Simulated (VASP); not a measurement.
# BaTiO3 (Amm2) in VASP: further runs

Runs on BaTiO3. Level: r2SCAN+U. Tasks: single point.

Program: VASP 6.6.1. These are calculated values, not measurements. Logs are shortened: lines on timing, memory, paths and dates and some standing lists are left out, and cuts for length are marked.

## (1) The cell of the first run

Symmetry: Amm2, No. 38, orthorhombic system. The conventional cell has a = 4.095 Å, b = 5.827 Å, c = 5.411 Å, α = 90.00°, β = 90.00°, γ = 90.00°. Within 3.6 Å of Ba (site symmetry mm2) lie 12 O at 2.65 to 2.91 Å and 8 Ti at 3.35 to 3.56 Å. Ti (site symmetry mm2) has 6 O at 1.89 to 2.09 Å within 2.5 Å. Within 3.0 Å of O (site symmetry mm2) lie 2 Ti at 2.05 Å and 4 Ba at 2.65 to 2.91 Å and 8 O at 2.84 to 2.87 Å. Within 2.5 Å of O (site symmetry m) lie 2 Ti at 1.89 to 2.09 Å.

## (2) Single point, r2SCAN+U (strain +0.025 along x and y, -0.050 along z)

Contents of POSCAR:

```
BaTiO3
1.0
    4.0950226294      0.0000000000      0.0000000000
    0.0000000000      2.9135386489      2.7056068783
    0.0000000000     -2.9135386489      2.7056068783
Ba Ti O
1 1 3
Direct
    0.0000000000      0.0044061011      0.0044061011
    0.5000000000      0.5135753575      0.5135753575
    0.0000000000      0.4947134013      0.4947134013
    0.5000000000      0.4954342957      0.9880908444
    0.5000000000      0.9880908444      0.4954342957
```

Contents of INCAR.step1:

```
SYSTEM = BaTiO3
  PREC = Accurate
  ENCUT = 520
  ISMEAR = 0
  SIGMA = 0.05
  LREAL = .FALSE.
  LASPH = .TRUE.
  NELM = 150
  LMAXMIX = 4
  LDAU = .TRUE.
  LDAUTYPE = 2
  LDAUL = -1 2 -1
  LDAUU = 0 4 0
  LDAUJ = 0 0 0
  NBANDS = 28
  GGA = PE
  ALGO = Normal
  EDIFF = 1E-4
  LWAVE = .TRUE.
  LCHARG = .FALSE.
```

Contents of INCAR.step2:

```
SYSTEM = BaTiO3
  PREC = Accurate
  ENCUT = 520
  EDIFF = 1E-7
  ISMEAR = 0
  SIGMA = 0.05
  LREAL = .FALSE.
  LASPH = .TRUE.
  NELM = 150
  ALGO = Normal
  ISIF = 2
  LWAVE = .FALSE.
  LCHARG = .FALSE.
  LMAXMIX = 4
  LDAU = .TRUE.
  LDAUTYPE = 2
  LDAUL = -1 2 -1
  LDAUU = 0 4 0
  LDAUJ = 0 0 0
  LDAUPRINT = 1
  METAGGA = R2SCAN
  LMIXTAU = .TRUE.
  NBANDS = 28
  ISTART = 1
```

Contents of KPOINTS:

```
regular mesh
0
G
  6 6 6
  0 0 0
```

Potentials or basis: VASP PAW PBE potentials, release 64 (Ba_sv, Ti_sv, O).

Command:

```bash
> cat potpaw_PBE.64/Ba_sv/POTCAR potpaw_PBE.64/Ti_sv/POTCAR potpaw_PBE.64/O/POTCAR > POTCAR
> cp INCAR.step1 INCAR
> mpirun -np 1 vasp_std > vasp.out
> cp INCAR.step2 INCAR
> mpirun -np 1 vasp_std > vasp.out
```

OUTCAR:

```text
SYSTEM = BaTiO3
   PREC = Accurate
   ENCUT = 520
   EDIFF = 1E-7
   ISMEAR = 0
   LREAL = .FALSE.
   LASPH = .TRUE.
   NELM = 150
   ISIF = 2
   METAGGA = R2SCAN
   ISTART = 1

 ion  position               nearest neighbor table
   1  0.000  0.004  0.004-   3 2.65   3 2.76   5 2.83   4 2.83   4 2.83   5 2.83   4 2.88   5 2.88
                             5 2.88   4 2.88   3 2.91   3 2.91   2 3.35   2 3.35   2 3.43   2 3.43
   2  0.500  0.514  0.514-   4 1.89   5 1.89   3 2.05   3 2.05   5 2.09   4 2.09   1 3.35   1 3.35
                             1 3.43   1 3.43   1 3.56   1 3.56   1 3.56   1 3.56
   3  0.000  0.495  0.495-   2 2.05   2 2.05   1 2.65   1 2.76   1 2.91   1 2.91
   4  0.500  0.495  0.988-   2 1.89   2 2.09   1 2.83   1 2.83   1 2.88   1 2.88
   5  0.500  0.988  0.495-   2 1.89   2 2.09   1 2.83   1 2.83   1 2.88   1 2.88

  LATTYP: Found a base centered orthorhombic cell.
 ALAT       =     5.4112137566
 B/A-ratio  =     1.0768521740
 C/A-ratio  =     0.7567660073

  Lattice vectors:

 A1 = (   0.0000000000,   2.9135386489,   2.7056068783)
 A2 = (   0.0000000000,  -2.9135386489,   2.7056068783)
 A3 = (   4.0950226294,   0.0000000000,   0.0000000000)

Analysis of symmetry for initial positions (statically):
=====================================================================
 Subroutine PRICEL returns:
 Original cell was already a primitive cell.

 Routine SETGRP: Setting up the symmetry group for a
 base centered orthorhombic supercell.

 Subroutine GETGRP returns: Found  4 space group operations
 (whereof  4 operations were pure point group operations)
 out of a pool of  8 trial point group operations.

The static configuration has the point symmetry C_2v.

Analysis of symmetry for dynamics (positions and initial velocities):
=====================================================================
 Subroutine PRICEL returns:
 Original cell was already a primitive cell.

 Routine SETGRP: Setting up the symmetry group for a
 base centered orthorhombic supercell.

 Subroutine GETGRP returns: Found  4 space group operations
 (whereof  4 operations were pure point group operations)
[... 151 lines left out ...]

 onsite density matrix

spin component  1

  0.0955  0.0000  0.0000  0.0000  0.0000
  0.0000  0.2478  0.0000  0.0000  0.0000
  0.0000  0.0000  0.1280  0.0000 -0.0448
  0.0000  0.0000  0.0000  0.0953  0.0000
  0.0000  0.0000 -0.0448  0.0000  0.2034

spin component  2

  0.0955  0.0000  0.0000  0.0000  0.0000
  0.0000  0.2478  0.0000  0.0000  0.0000
  0.0000  0.0000  0.1280  0.0000 -0.0448
  0.0000  0.0000  0.0000  0.0953  0.0000
  0.0000  0.0000 -0.0448  0.0000  0.2034

 occupancies and eigenvectors

  o =  0.0953  v =  0.0000  0.0000  0.0000  1.0000  0.0000  0.0000  0.0000  0.0000  0.0000  0.0000      0.0000  0.0000  0.0000  0.0000  0.0000  0.0000  0.0000  0.0000  0.0000  0.0000
  o =  0.0953  v =  0.0000  0.0000  0.0000  0.0000  0.0000  0.0000  0.0000  0.0000  1.0000  0.0000      0.0000  0.0000  0.0000  0.0000  0.0000  0.0000  0.0000  0.0000  0.0000  0.0000
  o =  0.0955  v =  1.0000  0.0000  0.0000  0.0000  0.0000  0.0000  0.0000  0.0000  0.0000  0.0000      0.0000  0.0000  0.0000  0.0000  0.0000  0.0000  0.0000  0.0000  0.0000  0.0000
  o =  0.0955  v =  0.0000  0.0000  0.0000  0.0000  0.0000  1.0000  0.0000  0.0000  0.0000  0.0000      0.0000  0.0000  0.0000  0.0000  0.0000  0.0000  0.0000  0.0000  0.0000  0.0000
  o =  0.1071  v =  0.0000  0.0000 -0.9065  0.0000 -0.4223  0.0000  0.0000  0.0000  0.0000  0.0000      0.0000  0.0000  0.0000  0.0000  0.0000  0.0000  0.0000  0.0000  0.0000  0.0000
  o =  0.1071  v =  0.0000  0.0000  0.0000  0.0000  0.0000  0.0000  0.0000 -0.9065  0.0000 -0.4223      0.0000  0.0000  0.0000  0.0000  0.0000  0.0000  0.0000  0.0000  0.0000  0.0000
  o =  0.2243  v =  0.0000  0.0000  0.0000  0.0000  0.0000  0.0000  0.0000 -0.4223  0.0000  0.9065      0.0000  0.0000  0.0000  0.0000  0.0000  0.0000  0.0000  0.0000  0.0000  0.0000
  o =  0.2243  v =  0.0000  0.0000 -0.4223  0.0000  0.9065  0.0000  0.0000  0.0000  0.0000  0.0000      0.0000  0.0000  0.0000  0.0000  0.0000  0.0000  0.0000  0.0000  0.0000  0.0000
  o =  0.2478  v =  0.0000  0.0000  0.0000  0.0000  0.0000  0.0000  1.0000  0.0000  0.0000  0.0000      0.0000  0.0000  0.0000  0.0000  0.0000  0.0000  0.0000  0.0000  0.0000  0.0000
  o =  0.2478  v =  0.0000  1.0000  0.0000  0.0000  0.0000  0.0000  0.0000  0.0000  0.0000  0.0000      0.0000  0.0000  0.0000  0.0000  0.0000  0.0000  0.0000  0.0000  0.0000  0.0000

 number of electron      39.9999999 magnetization

 Free energy of the ion-electron system (eV)
  ---------------------------------------------------
  ext. energy  EPLUGINS =         0.00000000
  ---------------------------------------------------
  free energy    TOTEN  =       -71.44341964 eV

  energy without entropy =      -71.44341964  energy(sigma->0) =      -71.44341964

 E-fermi :   3.9728     XC(G=0): -11.8770

 val. band max:        3.6875672434   @ k =   0.5000   0.5000   0.5000
 cond. band min:       6.2736903269   @ k =   0.0000   0.0000   0.0000
 fundamental gap:      2.5861230835
 Fermi energy:         3.9727889843

 k-point     1 :       0.0000    0.0000    0.0000
  band No.  band energies     occupation
      1     -56.2506      2.00000
      2     -31.4124      2.00000
      3     -31.3556      2.00000
      4     -31.3415      2.00000
      5     -21.8982      2.00000
      6     -14.3204      2.00000
[... 733 lines left out ...]
     27      12.2536      0.00000
     28      12.8569      0.00000

 [... further k-points ...]
[... 5 lines left out ...]
  --------------------------------------------------------------------------------------
  -------------------------------------------------------------------------------------
  Total       -0.3474047     -0.9805979      7.0396027      0.0000000      0.0000000      0.0000000
  in kB       -8.6213339    -24.3349118    174.6976060      0.0000000      0.0000000      0.0000000
  external PRESSURE =      47.2471201 kB  Pullay stress =       0.0000000 kB

 VOLUME and BASIS-vectors are now :
 -----------------------------------------------------------------------------
  energy-cutoff  :      520.00
  volume of cell :       64.56
      direct lattice vectors                 reciprocal lattice vectors
     4.095022629  0.000000000  0.000000000     0.244198895  0.000000000  0.000000000
     0.000000000  2.913538649  2.705606878     0.000000000  0.171612620  0.184801423
     0.000000000 -2.913538649  2.705606878     0.000000000 -0.171612620  0.184801423

 POSITION                                       TOTAL-FORCE (eV/Angst)
 -----------------------------------------------------------------------------------
      0.00000      0.00000      0.02384         0.000000      0.000000     -0.084967
      2.04751      0.00000      2.77907         0.000000      0.000000     -0.786413
      0.00000      0.00000      2.67700         0.000000      0.000000      0.159700
      2.04751     -1.43537      4.01384         0.000000     -0.317627      0.355841
      2.04751      1.43537      4.01384         0.000000      0.317627      0.355841
 -----------------------------------------------------------------------------------
    total drift:                                0.000000      0.000000     -0.000863

  FREE ENERGIE OF THE ION-ELECTRON SYSTEM (eV)
  ---------------------------------------------------
  free  energy   TOTEN  =       -71.4434196382 eV

  energy  without entropy=      -71.4434196382  energy(sigma->0) =      -71.44341964
```

OUTCAR.step1:

```text
SYSTEM = BaTiO3
   PREC = Accurate
   ENCUT = 520
   ISMEAR = 0
   LREAL = .FALSE.
   LASPH = .TRUE.
[... 984 lines left out ...]
      0.00000      0.00000      2.67700         0.000000     -0.000000      0.124350
      2.04751     -1.43537      4.01384         0.000000     -0.329069      0.331520
      2.04751      1.43537      4.01384         0.000000      0.329069      0.331520
 -----------------------------------------------------------------------------------
    total drift:                                0.000000     -0.000000     -0.002087

  FREE ENERGIE OF THE ION-ELECTRON SYSTEM (eV)
  ---------------------------------------------------
  free  energy   TOTEN  =       -37.0988889406 eV

  energy  without entropy=      -37.0988889406  energy(sigma->0) =      -37.09888894
```

It took 3.4 min on 1 thread of Intel Xeon 6975P-C (Granite Rapids), shared host; peak memory 0.24 GiB.

What came out:

```yaml
Free_energy: -71.4434 eV
Pressure: 4.7 GPa
Largest_force: 0.786 eV/Å
Band_gap_on_the_k_mesh: 2.59 eV (least direct gap 2.74 eV)
```

Forces on the atoms (eV/Å):
```
Ba   0.000  0.000 -0.085
Ti   0.000  0.000 -0.786
O    0.000  0.000  0.160
O    0.000 -0.318  0.356
O    0.000  0.318  0.356
```

Stress tensor (GPa, compression positive):
```
-0.86  0.00  0.00
 0.00 -2.43  0.00
 0.00  0.00 17.47
```

Eigenvalues of the final occupation matrices:
```csv
site,spin,trace,eigenvalues
site 2 d,1,0.77,0.10 0.10 0.11 0.22 0.25
site 2 d,2,0.77,0.10 0.10 0.11 0.22 0.25
```

Caveat: the cell differs from its parent crystal (strain +0.025 along x and y, -0.050 along z); the stress differs along the axes, from -2 to 17 GPa; the PAW data sets were made with another functional, which shifts forces and pressure a little; spin-orbit coupling is left out, which moves the levels of the heavy elements. A k mesh can miss the band edges.

## (3) Single point, r2SCAN+U (strain +0.025 along x and y, -0.025 along z)

POSCAR, as its differences from that of step 2:

```diff
@@ -3,4 +3,4 @@
     4.0950226294      0.0000000000      0.0000000000
-    0.0000000000      2.9135386489      2.7056068783
-    0.0000000000     -2.9135386489      2.7056068783
+    0.0000000000      2.9135386489      2.7768070593
+    0.0000000000     -2.9135386489      2.7768070593
 Ba Ti O
```

Contents of INCAR.step1:

```
  PREC = Accurate
  ENCUT = 520
  ISMEAR = 0
  SIGMA = 0.05
  LREAL = F
  LASPH = T
  NELM = 150
  LMAXMIX = 4
  LDAU = T
  LDAUTYPE = 2
  LDAUL = -1 2 -1
  LDAUU = 0 4 0
  LDAUJ = 0 0 0
  NBANDS = 28
  GGA = PE
  ALGO = Normal
  EDIFF = 1E-4
  LWAVE = T
  LCHARG = F
```

Contents of INCAR.step2:

```
  PREC = Accurate
  ENCUT = 520
  EDIFF = 1E-6
  ISMEAR = 0
  SIGMA = 0.05
  LREAL = F
  LASPH = T
  NELM = 150
  ALGO = Normal
  ISIF = 2
  LWAVE = F
  LCHARG = F
  LMAXMIX = 4
  LDAU = T
  LDAUTYPE = 2
  LDAUL = -1 2 -1
  LDAUU = 0 4 0
  LDAUJ = 0 0 0
  LDAUPRINT = 1
  METAGGA = R2SCAN
  LMIXTAU = T
  NBANDS = 28
  ISTART = 1
```

Contents of KPOINTS:

```
regular mesh
0
Gamma
  6 6 6
```

Potentials or basis: VASP PAW PBE potentials, release 64 (Ba_sv, Ti_sv, O).

Command:

```bash
> cat potpaw_PBE.64/Ba_sv/POTCAR potpaw_PBE.64/Ti_sv/POTCAR potpaw_PBE.64/O/POTCAR > POTCAR
> cp INCAR.step1 INCAR
> mpirun -np 1 vasp_std > vasp.out
> cp INCAR.step2 INCAR
> mpirun -np 1 vasp_std > vasp.out
```

It took 3.2 min on 1 thread of Intel Xeon 6975P-C (Granite Rapids), shared host; peak memory 0.23 GiB.

It converged, with:

```yaml
Free_energy: -71.5765 eV
Pressure: -0.3 GPa
Largest_force: 0.525 eV/Å
Band_gap_on_the_k_mesh: 2.65 eV (least direct gap 2.88 eV)
```

Forces on the atoms (eV/Å):
```
Ba   0.000  0.000 -0.040
Ti   0.000  0.000 -0.525
O    0.000  0.000  0.105
O    0.000 -0.182  0.230
O    0.000  0.182  0.230
```

Stress tensor (GPa, compression positive):
```
-3.67  0.00  0.00
 0.00 -4.85  0.00
 0.00  0.00  7.51
```

Levels at points of the mesh, in eV from the valence-band top:
| k point | band 18 | band 19 | band 20 | band 21 | band 22 | band 23 |
| --- | --- | --- | --- | --- | --- | --- |
| (0.00, 0.00, 0.00) | -0.44 | -0.37 | -0.23 | 2.65 | 2.81 | 2.83 |
| (0.50, 0.00, 0.00) | -1.37 | -1.17 | -0.76 | 3.00 | 4.06 | 4.21 |
| (0.00, 0.50, 0.00) | -1.73 | -0.89 | -0.87 | 2.90 | 4.12 | 4.30 |
| (0.50, 0.50, 0.00) | -1.03 | -1.02 | -0.13 | 4.15 | 4.29 | 4.67 |
| (0.00, 0.50, 0.50) | -0.88 | -0.72 | -0.09 | 4.25 | 4.39 | 4.71 |
| (0.50, 0.50, 0.50) | -0.06 | -0.02 | 0.00 | 4.78 | 4.92 | 4.95 |

Eigenvalues of the final occupation matrices:
| site | spin | trace | eigenvalues |
| --- | --- | --- | --- |
| site 2 d | 1 | 0.76 | 0.09 0.09 0.10 0.22 0.24 |
| site 2 d | 2 | 0.76 | 0.09 0.09 0.10 0.22 0.24 |

Caveat: the cell differs from its parent crystal (strain +0.025 along x and y, -0.025 along z); the stress differs along the axes, from -5 to 8 GPa; the PAW data sets were made with another functional, which shifts forces and pressure a little; spin-orbit coupling is left out, which moves the levels of the heavy elements. A k mesh can miss the band edges.
